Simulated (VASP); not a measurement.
Wanted: the native input for a VASP 6.6.1 run.

```
Task                   : electric field gradients
Functional             : PBE
Potentials or basis    : VASP PAW PBE potentials, release 64 (Hf_pv, B)
Cutoff                 : 520 eV
k mesh                 : 12 × 12 × 12
Occupations            : fermi-dirac, width 0.15 eV
Spin                   : no spin polarisation
Dipole correction      : no
Further INCAR settings : ALGO = Normal; EDIFF = 1e-08; NBANDS = 18
```

The structure of HfB3 lies in POSCAR:

```
HfB3
1.0
    3.3920245134      0.0000000000      0.0000000000
    0.0000000000      3.3920245134      0.0000000000
    0.0000000000      0.0000000000      3.3920245134
Hf B
1 3
Direct
    0.0000000000      0.0000000000      0.0000000000
    0.5000000000      0.5000000000      0.0000000000
    0.5000000000      0.0000000000      0.5000000000
    0.0000000000      0.5000000000      0.5000000000
```

These files were run (other wordings do the same):

INCAR

```
PREC = Accurate ; ENCUT = 520
EDIFF = 1E-8 ; ISMEAR = -1
SIGMA = 0.15 ; LREAL = F
LASPH = T ; NELM = 80
ALGO = Normal ; ISIF = 2
LWAVE = F ; LCHARG = F
GGA = PE ; LEFG = T
NBANDS = 18
```

KPOINTS

```
Automatic mesh
0
Gamma
  12 12 12
```

Potentials or basis: VASP PAW PBE potentials, release 64 (Hf_pv, B).

Command:

```console
$ cat potpaw_PBE.64/Hf_pv/POTCAR potpaw_PBE.64/B/POTCAR > POTCAR
$ mpirun -np 1 vasp_std > vasp.out
```

Results of the run:

| Property | Result |
| --- | --- |
| Pressure | 0.9 GPa |
| Band gap on the k mesh | zero (an odd number of electrons rules out a gap without spin polarisation) |
| Largest electric field gradient by atom | Hf -0.0; B +15.5 V/Å² |

Caveat: without QUAD_EFG the Cq values of the log hold for a quadrupole moment of 1 mb, not for the nuclei; spin-orbit coupling is left out, which moves the levels of the heavy elements; an odd number of electrons without spin polarisation forces a metal; a magnetic or distorted state may lie lower.

Wall time 69 s on 1 thread of Intel(R) Xeon(R) Platinum 8259CL CPU @ 2.50GHz (Skylake/Cascade Lake), on a shared host, peak memory 0.2 GiB.
